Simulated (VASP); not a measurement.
Si5Mo3, 24 atoms in the cell. The cell holds a disordered packing, 24 atoms: a = 7.460 Å, b = 6.805 Å, c = 7.543 Å, α = 88.30°, β = 87.28°, γ = 88.68°. 

| Property | Result |
| --- | --- |
| Program | VASP 6.6.1 |
| Task | single point |
| Functional | PBE |
| Potentials or basis | VASP PAW PBE potentials, release 64 (Si, Mo_sv) |
| Cutoff | 520 eV |
| k mesh | 1 × 1 × 1, shifted |
| Occupations | fermi-dirac, width 0.1922 eV |
| Spin | no spin polarisation |
| Dipole correction | no |
| Further INCAR settings | LREAL = Auto; ALGO = Normal; EDIFF = 1e-07; NBANDS = 111; ISYM = 0 |

Potentials or basis: VASP PAW PBE potentials, release 64 (Si, Mo_sv).

Run with:

```bash
$ cat potpaw_PBE.64/Si/POTCAR potpaw_PBE.64/Mo_sv/POTCAR > POTCAR
$ mpirun -np 1 vasp_std > vasp.out
```

Hardware: 1 thread of Intel(R) Xeon(R) Platinum 8375C CPU @ 2.90GHz (Ice Lake) (shared host).

**Question.** How long does it take, and how much memory?

**Answer.** Run time: 3 min on 1 thread of Intel(R) Xeon(R) Platinum 8375C CPU @ 2.90GHz (Ice Lake) (shared host), peak memory 0.39 GiB. Counts: scf iterations 21, k points 1.
